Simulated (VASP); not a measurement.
Write the native input for VASP 6.6.1 that does the following.

```
Task                   : single point
Functional             : PBE
Potentials or basis    : VASP PAW PBE potentials, release 64 (Fe)
Cutoff                 : 520 eV
k mesh                 : 11 × 11 × 11
Occupations            : methfessel-paxton, width 0.005 eV
Spin                   : collinear spin, ferromagnetic start
Starting moments       : [3.0] μB
Dipole correction      : no
Further INCAR settings : ALGO = Fast; EDIFF = 1e-06; NBANDS = 14
```

The structure of Fe lies in POSCAR:

```
Fe
1.0
   -1.4430000000      1.4430000000      1.4430000000
    1.4430000000     -1.4430000000      1.4430000000
    1.4430000000      1.4430000000     -1.4430000000
Fe
1
Direct
    0.0000000000      0.0000000000      0.0000000000
```

These files were run (other wordings do the same):

INCAR

```
SYSTEM = Fe
ALGO     = Fast           ! electronic algorithm
EDIFF    = 1E-6           ! SCF threshold, eV
ENCUT    = 520            ! plane-wave cutoff, eV
GGA      = PE             ! functional
ISIF     = 2              ! what is computed and relaxed
ISMEAR   = 1              ! smearing method
ISPIN    = 2              ! spin polarisation
LASPH    = .True.         ! aspherical terms in the spheres
LCHARG   = .True.         ! write CHGCAR
LELF     = .True.         ! ELF
LMAXMIX  = 4              ! l up to which the mixer works
LORBIT   = 11             ! projections on sites
LREAL    = .False.        ! projectors in reciprocal space
LVHAR    = .True.       
LWAVE    = .False.        ! write WAVECAR
MAGMOM   = 3              ! initial moments
NBANDS   = 14             ! bands
NELM     = 150            ! most SCF steps
PREC     = Accurate       ! precision mode
SIGMA    = 0.005          ! smearing width, eV
```

KPOINTS

```
k-points
0
Gamma
  11 11 11
  0 0 0
```

Potentials or basis: VASP PAW PBE potentials, release 64 (Fe).

Launch:

```console
$ cat potpaw_PBE.64/Fe/POTCAR > POTCAR
$ mpirun -np 1 vasp_std > vasp.out
```

It gave:

```
Pressure                                              : -9.6 GPa
Net moment                                            : 2.27 μB per cell
Site moments                                          : Fe +2.28 μB
Valence electrons inside the program's atomic spheres : Fe 7.16
```

Run time: 44 s on 1 thread of Intel(R) Xeon(R) Platinum 8259CL CPU @ 2.50GHz (Skylake/Cascade Lake) (shared host), peak memory 0.14 GiB.
